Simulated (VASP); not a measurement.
# Ta (Im-3m) in VASP: further runs

The runs below take Ta through single point, with PBEsol.

All numbers are computed with VASP 6.6.1; they aren't measurements. Logs are shortened: lines on timing, memory, paths and dates and some standing lists are left out, and cuts for length are marked.

## Step 1: The cell of the first run

The structure is cubic, space group Im-3m (No. 229). The conventional cell has a = 3.335 Å, b = 3.335 Å, c = 3.335 Å, α = 90.00°, β = 90.00°, γ = 90.00°. Ta (site symmetry m-3m) has 14 Ta at 2.89 to 3.33 Å within 3.8 Å.

## Step 2: Single point, PBEsol, non-collinear spin, zero start, spin-orbit coupling (18.54 Å³/atom)

Input file INCAR:

```
SYSTEM = Ta
PREC     = Accurate       ! precision mode
ENCUT    = 520            ! plane-wave cutoff, eV
EDIFF    = 1E-6           ! SCF threshold, eV
ISMEAR   = 0              ! smearing method
SIGMA    = 0.05           ! smearing width, eV
LREAL    = .False.        ! projectors in reciprocal space
LASPH    = .True.         ! aspherical terms in the spheres
NELM     = 150            ! most SCF steps
ALGO     = Normal         ! electronic algorithm
ISIF     = 2              ! what is computed and relaxed
LWAVE    = .False.        ! write WAVECAR
LCHARG   = .False.        ! write CHGCAR
LNONCOLLINEAR= .True.         ! non-collinear magnetism
MAGMOM   = 0 0 0          ! initial moments
LORBIT   = 11             ! projections on sites
LSORBIT  = .True.         ! spin-orbit coupling
GGA_COMPAT= .False.      
LORBMOM  = .True.       
LMAXMIX  = 4              ! l up to which the mixer works
GGA      = PS             ! functional
NBANDS   = 22             ! bands
```

Input file KPOINTS:

```
regular mesh
0
Gamma
  22 22 22
  0 0 0
```

Input file POSCAR:

```
Ta
1.0
   -1.6673475978      1.6673475978      1.6673475978
    1.6673475978     -1.6673475978      1.6673475978
    1.6673475978      1.6673475978     -1.6673475978
Ta
1
Direct
    0.0000000000      0.0000000000      0.0000000000
```

Potentials or basis: VASP PAW PBE potentials, release 64 (Ta_pv).

On the command line:

```
cat potpaw_PBE.64/Ta_pv/POTCAR > POTCAR
mpirun -np 1 vasp_ncl > vasp.out
```

OUTCAR:

```text
SYSTEM = Ta
   PREC = Accurate
   ENCUT = 520
   EDIFF = 1E-6
   ISMEAR = 0
   LREAL = .False.
   LASPH = .True.
   NELM = 150
   ISIF = 2
   LNONCOLLINEAR = .True.
   LORBIT = 11
   LSORBIT = .True.
   GGA = PS

 ion  position               nearest neighbor table
   1  0.000  0.000  0.000-

  LATTYP: Found a body centered cubic cell.
 ALAT       =     3.3346951956

  Lattice vectors:

 A1 = (  -1.6673475978,   1.6673475978,   1.6673475978)
 A2 = (   1.6673475978,  -1.6673475978,   1.6673475978)
 A3 = (   1.6673475978,   1.6673475978,  -1.6673475978)

Analysis of symmetry for initial positions (statically):
=====================================================================
 Subroutine PRICEL returns:
 Original cell was already a primitive cell.

 Routine SETGRP: Setting up the symmetry group for a
 body centered cubic supercell.

 Subroutine GETGRP returns: Found 48 space group operations
 (whereof 48 operations were pure point group operations)
 out of a pool of 48 trial point group operations.

The static configuration has the point symmetry O_h .

Analysis of symmetry for dynamics (positions and initial velocities):
=====================================================================
 Subroutine PRICEL returns:
 Original cell was already a primitive cell.

 Routine SETGRP: Setting up the symmetry group for a
 body centered cubic supercell.

 Subroutine GETGRP returns: Found 48 space group operations
 (whereof 48 operations were pure point group operations)
 out of a pool of 48 trial point group operations.

The dynamic configuration has the point symmetry O_h .

Analysis of structural, dynamic, and magnetic symmetry:
=====================================================================
 Subroutine PRICEL returns:
 Original cell was already a primitive cell.

 Routine SETGRP: Setting up the symmetry group for a
 body centered cubic supercell.

 Subroutine GETGRP returns: Found 48 space group operations
 (whereof 48 operations were pure point group operations)
 out of a pool of 48 trial point group operations.

The overall configuration has the point symmetry O_h .

 Subroutine INISYM returns: Found 48 space group operations
 (whereof 48 operations are pure point group operations),
 and found     1 'primitive' translations

----------------------------------------------------------------------------------------

                                     Primitive cell

  volume of cell :      18.5412

  direct lattice vectors                    reciprocal lattice vectors
    -1.667347598  1.667347598  1.667347598     0.000000000  0.299877482  0.299877482
     1.667347598 -1.667347598  1.667347598     0.299877482  0.000000000  0.299877482
     1.667347598  1.667347598 -1.667347598     0.299877482  0.299877482  0.000000000

  length of vectors
     2.887930753  2.887930753  2.887930753     0.424090803  0.424090803  0.424090803

  position of ions in fractional coordinates (direct lattice)
     0.000000000  0.000000000  0.000000000

  ion indices of the primitive-cell ions
   primitive index   ion index
                 1           1

----------------------------------------------------------------------------------------

 KPOINTS: regular mesh

Automatic generation of k-mesh.
 Grid dimensions read from file:
 generate k-points for:   22   22   22

 Generating k-lattice:

  Cartesian coordinates                     Fractional coordinates (reciprocal lattice)
     0.000000000  0.013630795  0.013630795     0.045454545  0.000000000  0.000000000
     0.013630795  0.000000000  0.013630795     0.000000000  0.045454545  0.000000000
     0.013630795  0.013630795  0.000000000     0.000000000  0.000000000  0.045454545

  Length of vectors
     0.019276855  0.019276855  0.019276855

  Shift w.r.t. Gamma in fractional coordinates (k-lattice)
     0.000000000  0.000000000  0.000000000

 Subroutine IBZKPT returns following result:
 ===========================================

 Found    328 irreducible k-points:

 Following reciprocal coordinates:
            Coordinates               Weight
  0.000000  0.000000  0.000000      1.000000
  0.045455  0.000000  0.000000     12.000000
  0.090909  0.000000  0.000000     12.000000
  0.136364  0.000000  0.000000     12.000000
  0.181818  0.000000  0.000000     12.000000
  0.227273  0.000000  0.000000     12.000000
[... 16 lines left out ...]
  0.090909  0.090909  0.000000     24.000000
  0.136364  0.090909  0.000000     48.000000
 [... further k-points ...]
   k-points           NKPTS =    328   k-points in BZ     NKDIM =    328   number of bands    NBANDS=     22
   number of dos      NEDOS =    301   number of ions     NIONS =      1
   total plane-waves  NPLWV =  13824
   dimension x,y,z NGX =    24 NGY =   24 NGZ =   24
   dimension x,y,z NGXF=    48 NGYF=   48 NGZF=   48
   ions per type =               1
   NGX,Y,Z   is equivalent  to a cutoff of  13.82, 13.82, 13.82 a.u.
   NGXF,Y,Z  is equivalent  to a cutoff of  27.63, 27.63, 27.63 a.u.
 SYSTEM =  Ta
   PREC   = accura    normal or accurate (medium, high low for compatibility)
   ISTART =      0    job   : 0-new  1-cont  2-samecut
   ICHARG =      2    charge: 1-file 2-atom 10-const
   ISPIN  =      1    spin polarized calculation?
   LNONCOLLINEAR =      T non collinear calculations
   LSORBIT =      T    spin-orbit coupling
   LASPH  =      T    aspherical Exc in radial PAW
   ENCUT  =  520.0 eV  38.22 Ry    6.18 a.u.   5.37  5.37  5.37*2*pi/ulx,y,z
   NELM   =    150;   NELMIN=  2; NELMDL= -5     # of ELM steps
   EDIFF  = 0.1E-05   stopping-criterion for ELM
   LREAL  =      F    real-space projection
   EDIFFG = 0.1E-04   stopping-criterion for IOM
   NSW    =      0    number of steps for IOM
   IBRION =     -1    ionic relax: 0-MD 1-quasi-New 2-CG
   NFREE  =      0    steps in history (QN), initial steepest desc. (CG)
   ISIF   =      2    stress and relaxation
   ISYM   =      2    0-nonsym 1-usesym 2-fastsym
   POTIM  = 0.5000    time-step for ionic-motion
   TEBEG  =    0.0;   TEEND  =   0.0 temperature during run
   PSTRESS=    0.0 pullay stress
   NELECT =      11.0000    total number of electrons
   NUPDOWN=      -1.0000    fix difference up-down
   EMIN   =  10.00;   EMAX   =-10.00  energy-range for DOS
   EFERMI =   0.00;   METHOD = LEGACY
   ISMEAR =     0;   SIGMA  =   0.05  broadening in eV -4-tet -1-fermi 0-gaus
   EFERMI_NEDOS =   21; number of points for ismear=-14 and -15
   IALGO  =     38    algorithm
   IMIX   =      4    mixing-type and parameters
     AMIX     =   0.40;   BMIX     =  1.00
     AMIX_MAG =   1.60;   BMIX_MAG =  1.00
  volume/ion in A,a.u.               =      18.54       125.12
  Fermi-wavevector in a.u.,A,eV,Ry     =   1.375602  2.599512 25.746058  1.892282
  Thomas-Fermi vector in A             =   2.500923
   LORBIT       =     11    0 simple, 1 ext, 2 COOP (PROOUT), +10 PAW based schemes
   GGA     = PS    functional components
   LHFCALC =     F    Hartree Fock is set to
   AEXX    =    0.0000 exact exchange contribution
   IVDW    =     0    specifies the selected vdW correction
   LEPSILON=     F    determine dielectric tensor
   LRPA    =     F    only Hartree local field effects (RPA)
 Gauss-broadening in eV      SIGMA  =   0.05
  energy-cutoff  :      520.00
  volume of cell :       18.54
 maximum number of plane-waves:      1062
 NGX is ok and might be reduce to    24
   NGX = 11   NGY = 11   NGZ = 11

 number of electron      10.9999999 magnetization      -0.0000000      0.0000000     -0.0000000

 number of electron      10.9999999 magnetization      -0.0000000     -0.0000000     -0.0000000

 number of electron      10.9999999 magnetization       0.0000000      0.0000000      0.0000000

 Free energy of the ion-electron system (eV)
  ---------------------------------------------------
  ext. energy  EPLUGINS =         0.00000000
  ---------------------------------------------------
  free energy    TOTEN  =       -13.24106477 eV

  energy without entropy =      -13.23917782  energy(sigma->0) =      -13.24012130

 E-fermi :   5.0662     XC(G=0): -12.5809

 val. band max:        5.0643953396   @ k =  -0.3182   0.4545   0.1364
 cond. band min:       5.0696789024   @ k =  -0.1818   0.1818   0.0455
 fundamental gap:      0.0052835628
 Fermi energy:         5.0661825736

 k-point     1 :       0.0000    0.0000    0.0000
  band No.  band energies     occupation
      1     -33.5214      1.00000
      2     -33.5214      1.00000
      3     -25.4886      1.00000
      4     -25.4886      1.00000
      5     -25.4886      1.00000
      6     -25.4886      1.00000
[... 14 lines left out ...]
     21      19.9988      0.00000
     22      19.9988      0.00000

 k-point     2 :       0.0455    0.0000    0.0000
  band No.  band energies     occupation
      1     -33.5276      1.00000
      2     -33.5276      1.00000
      3     -25.5107      1.00000
      4     -25.5107      1.00000
      5     -25.4929      1.00000
      6     -25.4929      1.00000
[... 14 lines left out ...]
     21      20.0799      0.00000
     22      20.0799      0.00000
[... 523 lines left out ...]
     21      20.8046      0.00000
     22      20.8046      0.00000

 k-point    24 :       0.1364    0.0909    0.0000
  band No.  band energies     occupation
      1     -33.6270      1.00000
      2     -33.6270      1.00000
      3     -25.8377      1.00000
      4     -25.8377      1.00000
      5     -25.5671      1.00000
      6     -25.5671      1.00000
[... 14 lines left out ...]
     21      21.0506      0.00000
     22      21.0506      0.00000

 [... further k-points ...]

------------------------ aborting loop because EDIFF is reached ----------------------------------------

  FORCE on cell =-STRESS in cart. coord.  units (eV):
  Direction    XX          YY          ZZ          XY          YZ          ZX
  --------------------------------------------------------------------------------------
  -------------------------------------------------------------------------------------
  Total       -1.0625161     -1.0625161     -1.0625161     -0.0000000     -0.0000000      0.0000000
  in kB      -91.8137394    -91.8137394    -91.8137394     -0.0000000     -0.0000000      0.0000000
  external PRESSURE =     -91.8137394 kB  Pullay stress =       0.0000000 kB

 VOLUME and BASIS-vectors are now :
 -----------------------------------------------------------------------------
  energy-cutoff  :      520.00
  volume of cell :       18.54
      direct lattice vectors                 reciprocal lattice vectors
    -1.667347598  1.667347598  1.667347598     0.000000000  0.299877482  0.299877482
     1.667347598 -1.667347598  1.667347598     0.299877482  0.000000000  0.299877482
     1.667347598  1.667347598 -1.667347598     0.299877482  0.299877482  0.000000000

 POSITION                                       TOTAL-FORCE (eV/Angst)
 -----------------------------------------------------------------------------------
      0.00000      0.00000      0.00000         0.000000      0.000000      0.000000
 -----------------------------------------------------------------------------------
    total drift:                                0.000000      0.000000     -0.000000

  FREE ENERGIE OF THE ION-ELECTRON SYSTEM (eV)
  ---------------------------------------------------
  free  energy   TOTEN  =       -13.2410647739 eV

  energy  without entropy=      -13.2391778242  energy(sigma->0) =      -13.24012130

 orbital moment (x)

 # of ion     p       d       tot
 ----------------------------------------
  1         0.000  -0.000  -0.000
 ----------------------------------------
            0.000  -0.000  -0.000

 orbital moment (y)

 # of ion     p       d       tot
 ----------------------------------------
  1         0.000   0.000   0.000
 ----------------------------------------
            0.000   0.000   0.000

 orbital moment (z)

 # of ion     p       d       tot
 ----------------------------------------
  1        -0.000   0.000   0.000
 ----------------------------------------
           -0.000   0.000   0.000

 Spin-Orbit-Coupling matrix elements

 Ion:    1  E_soc:     -1.4157015
 l=   1
     0.0000000    -0.2145299    -0.2145299
    -0.2145299     0.0000000    -0.2145299
    -0.2145299    -0.2145299     0.0000000
 l=   2
     0.0000000    -0.0053711     0.0000000    -0.0053711    -0.0160493
    -0.0053711     0.0000000    -0.0120370    -0.0053711    -0.0040123
     0.0000000    -0.0120370     0.0000000    -0.0120370     0.0000000
    -0.0053711    -0.0053711    -0.0120370     0.0000000    -0.0040123
    -0.0160493    -0.0040123     0.0000000    -0.0040123     0.0000000
 l=   3
     0.0000000     0.0000000     0.0000000     0.0000000     0.0000000     0.0000000     0.0000000
     0.0000000     0.0000000     0.0000000     0.0000000     0.0000000     0.0000000     0.0000000
     0.0000000     0.0000000     0.0000000     0.0000000     0.0000000     0.0000000     0.0000000
     0.0000000     0.0000000     0.0000000     0.0000000     0.0000000     0.0000000     0.0000000
     0.0000000     0.0000000     0.0000000     0.0000000     0.0000000     0.0000000     0.0000000
     0.0000000     0.0000000     0.0000000     0.0000000     0.0000000     0.0000000     0.0000000
     0.0000000     0.0000000     0.0000000     0.0000000     0.0000000     0.0000000     0.0000000

 total charge

# of ion       s       p       d       tot
------------------------------------------
    1        0.363   6.160   2.368   8.890

 magnetization (x)

# of ion       s       p       d       tot
------------------------------------------
    1       -0.000   0.000   0.000  -0.000

 magnetization (y)

# of ion       s       p       d       tot
------------------------------------------
    1        0.000   0.000   0.000   0.000

 magnetization (z)

# of ion       s       p       d       tot
------------------------------------------
    1       -0.000  -0.000   0.000  -0.000
```

It took 8.5 min on 1 thread of Oxide Virtual Turin-like, shared host; peak memory 0.31 GiB.

Results:

| Property | Result |
| --- | --- |
| Free energy | -13.2411 eV |
| Pressure | -9.2 GPa |
| Net moment | 0.00 μB per cell |
| Valence electrons inside the program's atomic spheres | Ta 8.89 |

Moments on the atoms (μB; x, y, z):
```
Ta  0.00 0.00 0.00
```

Caveat: the cell stands under tension; the PAW data sets were made with another functional, which shifts forces and pressure a little.

[end of part 1 of 2]
